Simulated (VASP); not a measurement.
# Se (P2_1/c) in VASP: single point with PBE+D3(BJ)

Aim: the single point of Se with PBE+D3(BJ).

All numbers are computed with VASP 6.6.1; they aren't measurements. Logs are shortened: lines on timing, memory, paths and dates and some standing lists are left out, and cuts for length are marked.

## Step 1: The cell of the first run

The structure is monoclinic, space group P2_1/c (No. 14). The conventional cell has a = 9.050 Å, b = 9.070 Å, c = 14.625 Å, α = 90.00°, β = 127.46°, γ = 90.00°. Within 3.1 Å of Se (site symmetry 1) lie 2 Se at 2.31 to 2.33 Å. Se (site symmetry 1) has 2 Se at 2.32 to 2.33 Å within 3.1 Å. Within 3.1 Å of Se (site symmetry 1) lie 2 Se at 2.32 to 2.36 Å. Se (site symmetry 1) has 2 Se at 2.33 to 2.36 Å within 3.1 Å. Se (site symmetry 1) has 2 Se at 2.33 to 2.37 Å within 3.1 Å. Within 3.1 Å of Se (site symmetry 1) lie 2 Se at 2.34 to 2.37 Å. Within 3.1 Å of Se (site symmetry 1) lie 2 Se at 2.34 to 2.36 Å. Within 3.1 Å of Se (site symmetry 1) lie 2 Se at 2.31 to 2.36 Å.

## Step 2: Single point, PBE+D3(BJ)

Input file INCAR:

```
PREC = Accurate ; ENCUT = 500
EDIFF = 1E-6 ; ISMEAR = 0
SIGMA = 0.1 ; LREAL = Auto
LASPH = T ; NELM = 120
ALGO = Normal ; ISIF = 2
LWAVE = F ; LCHARG = F
GGA = PE ; IVDW = 12
NBANDS = 118 ; GGA_COMPAT = F
KPAR = 4
```

Input file KPOINTS:

```
Automatic mesh
0
Gamma
  4 2 2
```

Input file POSCAR:

```
Se
1.0
    9.0500000000      0.0000000000      0.0000000000
    0.0000000000      9.0700000000      0.0000000000
   -8.8945853409      0.0000000000     11.6089597417
Se
32
Direct
    0.0840000000      0.5140000000      0.7630000000
    0.9160000000      0.0140000000      0.7370000000
    0.9160000000      0.4860000000      0.2370000000
    0.0840000000      0.9860000000      0.2630000000
    0.0700000000      0.3360000000      0.6430000000
    0.9300000000      0.8360000000      0.8570000000
    0.9300000000      0.6640000000      0.3570000000
    0.0700000000      0.1640000000      0.1430000000
    0.7820000000      0.3630000000      0.4650000000
    0.2180000000      0.8630000000      0.0350000000
    0.2180000000      0.6370000000      0.5350000000
    0.7820000000      0.1370000000      0.9650000000
    0.5780000000      0.1800000000      0.4440000000
    0.4220000000      0.6800000000      0.0560000000
    0.4220000000      0.8200000000      0.5560000000
    0.5780000000      0.3200000000      0.9440000000
    0.3980000000      0.3140000000      0.4790000000
    0.6020000000      0.8140000000      0.0210000000
    0.6020000000      0.6860000000      0.5210000000
    0.3980000000      0.1860000000      0.9790000000
    0.5160000000      0.2670000000      0.6720000000
    0.4840000000      0.7670000000      0.8280000000
    0.4840000000      0.7330000000      0.3280000000
    0.5160000000      0.2330000000      0.1720000000
    0.6870000000      0.4800000000      0.7710000000
    0.3130000000      0.9800000000      0.7290000000
    0.3130000000      0.5200000000      0.2290000000
    0.6870000000      0.0200000000      0.2710000000
    0.9970000000      0.4030000000      0.8660000000
    0.0030000000      0.9030000000      0.6340000000
    0.0030000000      0.5970000000      0.1340000000
    0.9970000000      0.0970000000      0.3660000000
```

Potentials or basis: VASP PAW PBE potentials, release 64 (Se).

On the command line:

```console
> cat potpaw_PBE.64/Se/POTCAR > POTCAR
> mpirun -np 4 vasp_std > vasp.out
```

OUTCAR:

```text
PREC = Accurate
   ENCUT = 500
   EDIFF = 1E-6
   ISMEAR = 0
   LREAL = Auto
   LASPH = T
   NELM = 120
   ISIF = 2
   GGA = PE
   IVDW = 12
 IVDW          = 12

 ion  position               nearest neighbor table
   1  0.084  0.514  0.763-  29 2.31   5 2.33
   2  0.916  0.014  0.737-  30 2.31   6 2.33
   3  0.916  0.486  0.237-  31 2.31   7 2.33
   4  0.084  0.986  0.263-  32 2.31   8 2.33
   5  0.070  0.336  0.643-   9 2.32   1 2.33
   6  0.930  0.836  0.857-  10 2.32   2 2.33
[... 24 lines left out ...]
  31  0.003  0.597  0.134-   3 2.31  27 2.36
  32  0.997  0.097  0.366-   4 2.31  28 2.36

  LATTYP: Found a simple monoclinic cell.
 ALAT       =     9.0500000000
 B/A-ratio  =     1.0022099448
 C/A-ratio  =     1.2828729282
 COS(beta)  =    -0.0133862755

  Lattice vectors:

 A1 = (   9.0500000000,   0.0000000000,   0.0000000000)
 A2 = (   0.0000000000,  -9.0700000000,   0.0000000000)
 A3 = (  -0.1554146591,   0.0000000000, -11.6089597417)

Analysis of symmetry for initial positions (statically):
=====================================================================
 Subroutine PRICEL returns:
 Original cell was already a primitive cell.

 Routine SETGRP: Setting up the symmetry group for a
 simple monoclinic supercell.

 Subroutine GETGRP returns: Found  4 space group operations
 (whereof  2 operations were pure point group operations)
 out of a pool of  4 trial point group operations.

The static configuration has the point symmetry S_2 .
 The point group associated with its full space group is C_2h.

Analysis of symmetry for dynamics (positions and initial velocities):
=====================================================================
 Subroutine PRICEL returns:
 Original cell was already a primitive cell.

 Routine SETGRP: Setting up the symmetry group for a
 simple monoclinic supercell.

 Subroutine GETGRP returns: Found  4 space group operations
 (whereof  2 operations were pure point group operations)
 out of a pool of  4 trial point group operations.

The dynamic configuration has the point symmetry S_2 .
 The point group associated with its full space group is C_2h.

 Subroutine INISYM returns: Found  4 space group operations
 (whereof  2 operations are pure point group operations),
 and found     1 'primitive' translations

----------------------------------------------------------------------------------------

                                     Primitive cell

  volume of cell :     952.9040

  direct lattice vectors                    reciprocal lattice vectors
     9.050000000  0.000000000  0.000000000     0.110497238  0.000000000  0.084661083
     0.000000000  9.070000000  0.000000000     0.000000000  0.110253583  0.000000000
    -8.894585341  0.000000000 11.608959742     0.000000000  0.000000000  0.086140362

  length of vectors
     9.050000000  9.070000000 14.624691268     0.139201791  0.110253583  0.086140362

  position of ions in fractional coordinates (direct lattice)
     0.084000000  0.514000000  0.763000000
     0.916000000  0.014000000  0.737000000
     0.916000000  0.486000000  0.237000000
     0.084000000  0.986000000  0.263000000
     0.070000000  0.336000000  0.643000000
     0.930000000  0.836000000  0.857000000
[... 24 lines left out ...]
     0.003000000  0.597000000  0.134000000
     0.997000000  0.097000000  0.366000000

  ion indices of the primitive-cell ions
   primitive index   ion index
                 1           1
                 2           2
                 3           3
                 4           4
                 5           5
                 6           6
[... 24 lines left out ...]
                31          31
                32          32

----------------------------------------------------------------------------------------

 KPOINTS: Automatic mesh

Automatic generation of k-mesh.
 Grid dimensions read from file:
 generate k-points for:    4    2    2

 Generating k-lattice:

  Cartesian coordinates                     Fractional coordinates (reciprocal lattice)
     0.027624309  0.000000000  0.021165271     0.250000000  0.000000000  0.000000000
     0.000000000  0.055126792  0.000000000     0.000000000  0.500000000  0.000000000
     0.000000000  0.000000000  0.043070181     0.000000000  0.000000000  0.500000000

  Length of vectors
     0.034800448  0.055126792  0.043070181

  Shift w.r.t. Gamma in fractional coordinates (k-lattice)
     0.000000000  0.000000000  0.000000000

 Subroutine IBZKPT returns following result:
 ===========================================

 Found     12 irreducible k-points:

 Following reciprocal coordinates:
            Coordinates               Weight
  0.000000  0.000000  0.000000      1.000000
  0.250000  0.000000  0.000000      2.000000
  0.500000  0.000000  0.000000      1.000000
  0.000000  0.500000  0.000000      1.000000
  0.250000  0.500000  0.000000      2.000000
  0.500000  0.500000  0.000000      1.000000
  0.000000  0.000000  0.500000      1.000000
  0.250000  0.000000  0.500000      2.000000
  0.500000  0.000000  0.500000      1.000000
  0.000000  0.500000  0.500000      1.000000
  0.250000  0.500000  0.500000      2.000000
  0.500000  0.500000  0.500000      1.000000
   k-points           NKPTS =     12   k-points in BZ     NKDIM =     12   number of bands    NBANDS=    118
   number of dos      NEDOS =    301   number of ions     NIONS =     32
   total plane-waves  NPLWV = 529200
   dimension x,y,z NGX =    70 NGY =   70 NGZ =  108
   dimension x,y,z NGXF=   140 NGYF=  140 NGZF=  216
   ions per type =              32
   NGX,Y,Z   is equivalent  to a cutoff of  12.86, 12.83, 12.28 a.u.
   NGXF,Y,Z  is equivalent  to a cutoff of  25.72, 25.66, 24.55 a.u.
 SYSTEM =  unknown system
   PREC   = accura    normal or accurate (medium, high low for compatibility)
   ISTART =      0    job   : 0-new  1-cont  2-samecut
   ICHARG =      2    charge: 1-file 2-atom 10-const
   ISPIN  =      1    spin polarized calculation?
   LNONCOLLINEAR =      F non collinear calculations
   LSORBIT =      F    spin-orbit coupling
   LASPH  =      T    aspherical Exc in radial PAW
   ENCUT  =  500.0 eV  36.75 Ry    6.06 a.u.  16.50 16.54 26.66*2*pi/ulx,y,z
   NELM   =    120;   NELMIN=  2; NELMDL= -5     # of ELM steps
   EDIFF  = 0.1E-05   stopping-criterion for ELM
   LREAL  =      T    real-space projection
   EDIFFG = 0.1E-04   stopping-criterion for IOM
   NSW    =      0    number of steps for IOM
   IBRION =     -1    ionic relax: 0-MD 1-quasi-New 2-CG
   NFREE  =      0    steps in history (QN), initial steepest desc. (CG)
   ISIF   =      2    stress and relaxation
   ISYM   =      2    0-nonsym 1-usesym 2-fastsym
   POTIM  = 0.5000    time-step for ionic-motion
   TEBEG  =    0.0;   TEEND  =   0.0 temperature during run
   PSTRESS=    0.0 pullay stress
   NELECT =     192.0000    total number of electrons
   NUPDOWN=      -1.0000    fix difference up-down
   EMIN   =  10.00;   EMAX   =-10.00  energy-range for DOS
   EFERMI =   0.00;   METHOD = LEGACY
   ISMEAR =     0;   SIGMA  =   0.10  broadening in eV -4-tet -1-fermi 0-gaus
   EFERMI_NEDOS =   21; number of points for ismear=-14 and -15
   IALGO  =     38    algorithm
   IMIX   =      4    mixing-type and parameters
     AMIX     =   0.40;   BMIX     =  1.00
     AMIX_MAG =   1.60;   BMIX_MAG =  1.00
  volume/ion in A,a.u.               =      29.78       200.95
  Fermi-wavevector in a.u.,A,eV,Ry     =   0.959752  1.813668 12.532641  0.921123
  Thomas-Fermi vector in A             =   2.088975
   LORBIT       =      0    0 simple, 1 ext, 2 COOP (PROOUT), +10 PAW based schemes
   GGA     = PE    functional components
   LHFCALC =     F    Hartree Fock is set to
   AEXX    =    0.0000 exact exchange contribution
   IVDW    =    12    specifies the selected vdW correction
   LEPSILON=     F    determine dielectric tensor
   LRPA    =     F    only Hartree local field effects (RPA)
 non-spin polarized calculation
 Gauss-broadening in eV      SIGMA  =   0.10
  energy-cutoff  :      500.00
  volume of cell :      952.90
 maximum number of plane-waves:     24223
 NGX is ok and might be reduce to    70
   NGX = 33   NGY = 33   NGZ = 53

 number of electron     192.0000001 magnetization

 Free energy of the ion-electron system (eV)
  ---------------------------------------------------
  ext. energy  EPLUGINS =         0.00000000
  ---------------------------------------------------
  free energy    TOTEN  =      -111.00347757 eV

  energy without entropy =     -111.00347757  energy(sigma->0) =     -111.00347757

 E-fermi :   2.0375     XC(G=0):  -8.3750

 val. band max:        1.5714258359   @ k =   0.5000   0.5000   0.5000
 cond. band min:       2.9450287361   @ k =   0.5000   0.0000   0.0000
 fundamental gap:      1.3736029002
 Fermi energy:         2.0375109757

 k-point     1 :       0.0000    0.0000    0.0000
  band No.  band energies     occupation
      1     -13.8670      2.00000
      2     -13.5905      2.00000
      3     -13.5728      2.00000
      4     -13.5590      2.00000
      5     -13.1108      2.00000
      6     -13.0885      2.00000
[... 100 lines left out ...]
    107       4.2182      0.00000
    108       4.2198      0.00000

 k-point     2 :       0.2500    0.0000    0.0000
  band No.  band energies     occupation
      1     -13.8025      2.00000
      2     -13.6614      2.00000
      3     -13.5871      2.00000
      4     -13.5231      2.00000
      5     -13.1686      2.00000
      6     -13.0313      2.00000
[... 1102 lines left out ...]
 k-point    12 :       0.5000    0.5000    0.5000
  band No.  band energies     occupation
      1     -13.6745      2.00000
      2     -13.6745      2.00000
      3     -13.6088      2.00000
      4     -13.6088      2.00000
      5     -13.0859      2.00000
      6     -13.0859      2.00000
[... 100 lines left out ...]
    107       4.2917      0.00000
    108       4.2917      0.00000
 [bands above 108 left out]

------------------------ aborting loop because EDIFF is reached ----------------------------------------

 Edisp (eV)   -9.12485

 E8    (eV) :    -3.7428

  FORCE on cell =-STRESS in cart. coord.  units (eV):
  Direction    XX          YY          ZZ          XY          YZ          ZX
  --------------------------------------------------------------------------------------
  -------------------------------------------------------------------------------------
  Total       8.79485     3.52760     7.10827     0.00000     0.00000    -0.11948
  in kB      14.78734     5.93118    11.95159     0.00000     0.00000    -0.20089
  external pressure =       10.89 kB  Pullay stress =        0.00 kB

 VOLUME and BASIS-vectors are now :
 -----------------------------------------------------------------------------
  energy-cutoff  :      500.00
  volume of cell :      952.90
      direct lattice vectors                 reciprocal lattice vectors
     9.050000000  0.000000000  0.000000000     0.110497238  0.000000000  0.084661083
     0.000000000  9.070000000  0.000000000     0.000000000  0.110253583  0.000000000
    -8.894585341  0.000000000 11.608959742     0.000000000  0.000000000  0.086140362

 POSITION                                       TOTAL-FORCE (eV/Angst)
 -----------------------------------------------------------------------------------
     -6.02637      4.66198      8.85764         0.265060      0.568056      0.073410
      1.73449      0.12698      8.55580        -0.265060      0.568056     -0.073410
      6.18178      4.40802      2.75132        -0.265060     -0.568056     -0.073410
     -1.57908      8.94302      3.05316         0.265060     -0.568056      0.073410
     -5.08572      3.04752      7.46456         0.386911     -0.249151      0.132968
      0.79384      7.58252      9.94888        -0.386911     -0.249151     -0.132968
[... 24 lines left out ...]
     -1.16472      5.41479      1.55560         0.204684      0.287262     -0.472972
      5.76743      0.87979      4.24888        -0.204684      0.287262      0.472972
 -----------------------------------------------------------------------------------
    total drift:                               -0.000000      0.000000      0.000000

  FREE ENERGIE OF THE ION-ELECTRON SYSTEM (eV)
  ---------------------------------------------------
  free  energy   TOTEN  =      -120.1283245494 eV

  energy  without entropy=     -120.1283245494  energy(sigma->0) =     -120.12832455
```

Wall time 12 min (4 MPI ranks of Intel Xeon Platinum 8259CL at 2.50GHz (Skylake/Cascade Lake), shared host); peak memory 1.5 GiB.

Results:

```
Free energy                : -120.1283 eV
Pressure                   : 1.1 GPa
Largest force              : 0.631 eV/Å
Band gap on the k mesh     : 1.37 eV, indirect (least direct gap 1.43 eV)
Dispersion energy per atom : -0.285 eV
```

Forces in eV/Å, atoms in the order of the input:
```
Se   0.265  0.568  0.073
Se  -0.265  0.568 -0.073
Se  -0.265 -0.568 -0.073
Se   0.265 -0.568  0.073
Se   0.387 -0.249  0.133
Se  -0.387 -0.249 -0.133
Se  -0.387  0.249 -0.133
Se   0.387  0.249  0.133
Se   0.178  0.164 -0.512
Se  -0.178  0.164  0.512
Se  -0.178 -0.164  0.512
Se   0.178 -0.164 -0.512
Se   0.043 -0.277 -0.102
Se  -0.043 -0.277  0.102
Se  -0.043  0.277  0.102
Se   0.043  0.277 -0.102
Se  -0.470 -0.032  0.061
Se   0.470 -0.032 -0.061
Se   0.470  0.032 -0.061
Se  -0.470  0.032  0.061
Se  -0.149 -0.119 -0.257
Se   0.149 -0.119  0.257
Se   0.149  0.119  0.257
Se  -0.149  0.119 -0.257
Se  -0.068  0.187  0.115
Se   0.068  0.187 -0.115
Se   0.068 -0.187 -0.115
Se  -0.068 -0.187  0.115
Se  -0.205 -0.287  0.473
Se   0.205 -0.287 -0.473
Se   0.205  0.287 -0.473
Se  -0.205  0.287  0.473
```

Levels at points of the mesh, in eV from the valence-band top:
| k point | band 94 | band 95 | band 96 | band 97 | band 98 | band 99 |
| --- | --- | --- | --- | --- | --- | --- |
| (0.00, 0.00, 0.00) | -0.22 | -0.06 | -0.01 | 1.42 | 1.46 | 1.84 |
| (0.50, 0.00, 0.00) | -0.27 | -0.26 | -0.12 | 1.37 | 1.58 | 1.93 |
| (0.00, 0.50, 0.00) | -0.29 | -0.14 | -0.14 | 1.62 | 1.62 | 1.75 |
| (0.50, 0.50, 0.00) | -0.26 | 0.00 | 0.00 | 1.63 | 1.63 | 1.83 |
| (0.00, 0.00, 0.50) | -0.33 | -0.14 | -0.14 | 1.61 | 1.61 | 1.93 |
| (0.50, 0.00, 0.50) | -0.29 | -0.09 | -0.09 | 1.46 | 1.46 | 1.76 |
| (0.00, 0.50, 0.50) | -0.25 | -0.14 | -0.14 | 1.73 | 1.73 | 1.92 |
| (0.50, 0.50, 0.50) | -0.17 | 0.00 | 0.00 | 1.73 | 1.73 | 1.83 |
